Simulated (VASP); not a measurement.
Set up this calculation in VASP 6.6.1, as the native input.

- Task: dielectric tensor
- Functional: PBE
- Potentials or basis: VASP PAW PBE potentials, release 64 (K_sv, Br)
- Cutoff: 520 eV
- k mesh: 6 × 6 × 4
- Occupations: gaussian, width 0.01 eV
- Spin: no spin polarisation
- Dipole correction: no
- Further INCAR settings: ALGO = Normal; EDIFF = 1e-08

The structure of KBr lies in POSCAR:

```
KBr
1.0
    4.5593000710      0.0000000000      0.0000000000
   -2.2796500355      3.9484696849      0.0000000000
    0.0000000000      0.0000000000      8.0200670366
K Br
2 2
Direct
    0.0000000000      0.0000000000      0.0000000000
    0.0000000000      0.0000000000      0.5000000000
    0.3333333333      0.6666666667      0.2500000000
    0.6666666667      0.3333333333      0.7500000000
```

The input as run:

INCAR

```
ALGO = Normal
EDIFF = 1E-8
ENCUT = 520
GGA = PE
ISIF = 2
ISMEAR = 0
LASPH = T
LCHARG = F
LEPSILON = T
LREAL = F
LWAVE = F
NELM = 60
PREC = Accurate
SIGMA = 0.01
```

KPOINTS

```
k-points
0
Gamma
  6 6 4
```

Potentials or basis: VASP PAW PBE potentials, release 64 (K_sv, Br).

Run with:

```bash
$ cat potpaw_PBE.64/K_sv/POTCAR potpaw_PBE.64/Br/POTCAR > POTCAR
$ mpirun -np 1 vasp_std > vasp.out
```

It gave:

```json
{
 "Band gap on the k mesh": "4.35 eV",
 "Electronic dielectric tensor (diagonal)": "2.54, 2.54, 2.57",
 "Born charges (mean of the diagonal)": "K +1.13; Br -1.13 e"
}
```

It took 9.6 min on 1 thread of Intel(R) Xeon(R) 6975P-C (Granite Rapids), on a shared host, peak memory 0.51 GiB.
